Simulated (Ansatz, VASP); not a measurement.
## One calculation of LuSbAu, two programs

```
Sb Au Lu
1.0
     2.21800    3.84169    0.00000
    -2.21800    3.84169    0.00000
     0.00000    0.00000    8.06254
Sb Au Lu
2 2 2
Direct
  0.33330 0.33340 0.25000
  0.66660 0.66670 0.75000
  0.33330 0.33340 0.75000
  0.66660 0.66670 0.25000
  0.00000 0.00000 0.00000
  0.00000 0.00000 0.50000
```

Alike in both runs: task single point; functional PBE; k mesh 9 × 9 × 4; no spin polarisation.

|  | VASP | Ansatz |
| --- | --- | --- |
| version | VASP 6.6.1 | Ansatz 0.2.0 |
| potentials or method | VASP PAW PBE potentials, release 64 (Sb, Au, Lu), cutoff 520 eV | PAW plane waves |
| occupations | fermi-dirac, width 0.1 eV | fermi-dirac |
| valence electrons in the cell | 82 | 118 |

Ansatz gave:

```
pressure (GPa)                                                : 5.8
traceless stress, the component that is largest in VASP (GPa) : -6.00
```

Estimate VASP's values.

pressure (GPa): 5.7; traceless stress, the component that is largest in VASP (GPa): -5.80.

VASP's potentials hold 82 valence electrons a cell and Ansatz's 118, so a difference there can come from the potentials and not from the codes. Ansatz's warnings: structure snapped to symmetry.

Spin-orbit coupling is off throughout.
